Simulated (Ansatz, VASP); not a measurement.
Two plane-wave programs on Ir

INCAR

```
PREC = Accurate
ENCUT = 520
EDIFF = 1E-6
ISMEAR = 0
SIGMA = 0.15
LREAL = F
LASPH = T
NELM = 60
ALGO = Fast
ISIF = 2
LWAVE = F
LCHARG = F
GGA = CA
NBANDS = 10
```

Contents of KPOINTS:

```
regular mesh
0
Gamma
  8 8 8
```

POSCAR

```
Ir
1.0
    0.0000000000      1.9197000000      1.9197000000
    1.9197000000      0.0000000000      1.9197000000
    1.9197000000      1.9197000000      0.0000000000
Ir
1
Direct
    0.0000000000      0.0000000000      0.0000000000
```

Input for Ansatz:

```yaml
crystal:
  lattice:
    - [0.0, 1.9197, 1.9197]
    - [1.9197, 0.0, 1.9197]
    - [1.9197, 1.9197, 0.0]
  atoms:
    - { symbol: Ir, position: [0.0, 0.0, 0.0] }
basis:
  ecutwfc: 420
kpoints:
  mp_grid: { grid: [8, 8, 8] }
hamiltonian:
  xc: lda
scf:
  occupations: { method: gaussian, width: 0.15 }
output:
  forces: true
  stress: true
  eigenvalues: true
```

Alike in both runs: task single point; functional LDA; k mesh 8 × 8 × 8; occupations gaussian, width 0.15 eV; no spin polarisation.

|  | VASP | Ansatz |
| --- | --- | --- |
| version | VASP 6.6.1 | Ansatz 0.2.0 |
| potentials or method | VASP PAW LDA potentials, release 64 (Ir), cutoff 520 eV | scalar-relativistic, plane waves, PAW |
| valence electrons in the cell | 9 | 17 |

|  | VASP | Ansatz | Ansatz less VASP |
| --- | --- | --- | --- |
| gap on the k mesh at the Fermi level (eV) | none | none | - |
| pressure (GPa) | -4.3 | -7.0 | -2.66 |

LDA's correlation is that of Perdew and Zunger in VASP and of Perdew and Wang (1992) in Ansatz. A gap of «none» marks a metal or a gap that the smearing closes. VASP's potentials hold 9 valence electrons a cell and Ansatz's 17, so a difference there can come from the potentials and not from the codes.

Spin-orbit coupling is off throughout.
